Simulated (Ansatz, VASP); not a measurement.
**TaN: VASP beside Ansatz**

The input INCAR:

```
  PREC = Accurate
  ENCUT = 520
  EDIFF = 1E-6
  ISMEAR = 0
  SIGMA = 0.019000000000000003
  LREAL = False
  LASPH = True
  NELM = 80
  ALGO = Normal
  ISIF = 2
  LWAVE = False
  LCHARG = False
  GGA = PE
  NBANDS = 15
```

KPOINTS

```
regular mesh
0
Gamma
  10 10 10
```

POSCAR

```
TaN
1.0
    0.0000000000      2.2113230000      2.2113230000
    2.2113230000      0.0000000000      2.2113230000
    2.2113230000      2.2113230000      0.0000000000
Ta N
1 1
Direct
    0.5000000000      0.5000000000      0.5000000000
    0.0000000000      0.0000000000      0.0000000000
```

The input input.yaml:

```yaml
crystal:
  lattice:
    - [0.0, 2.211323, 2.211323]
    - [2.211323, 0.0, 2.211323]
    - [2.211323, 2.211323, 0.0]
  atoms:
    - { symbol: Ta, position: [0.5, 0.5, 0.5] }
    - { symbol: "N", position: [0.0, 0.0, 0.0] }
hamiltonian:
  xc: pbe
  pseudopotentials: { kind: paw }
kpoints:
  mp_grid: { grid: [10, 10, 10] }
scf:
  occupations: { method: gaussian, width: 0.019 }
output:
  forces: true
  stress: true
  eigenvalues: true
  write_density: true
  write_potential: true
  elf: true
  volumetric_format: npy
```

Alike in both runs: task single point; functional PBE; k mesh 10 × 10 × 10; occupations gaussian, width 0.019 eV; no spin polarisation.

|  | VASP | Ansatz |
| --- | --- | --- |
| version | VASP 6.6.1 | Ansatz 0.2.0 |
| potentials or method | VASP PAW PBE potentials, release 64 (Ta_pv, N) | Ansatz PAW |
| plane-wave cutoff (eV) | 520 | 420 |
| valence electrons in the cell | 16 | 18 |

Ansatz gave:

| Item | Value |
| --- | --- |
| gap on the k mesh at the Fermi level (eV) | none |
| pressure (GPa) | -1.4 |

Question: What did VASP give for the same quantities?

Answer: gap on the k mesh at the Fermi level (eV): none; pressure (GPa): -0.6.

A gap of «none» marks a metal or a gap that the smearing closes. VASP's potentials hold 16 valence electrons a cell and Ansatz's 18, so a difference there can come from the potentials and not from the codes.

Neither program's run includes spin-orbit coupling.
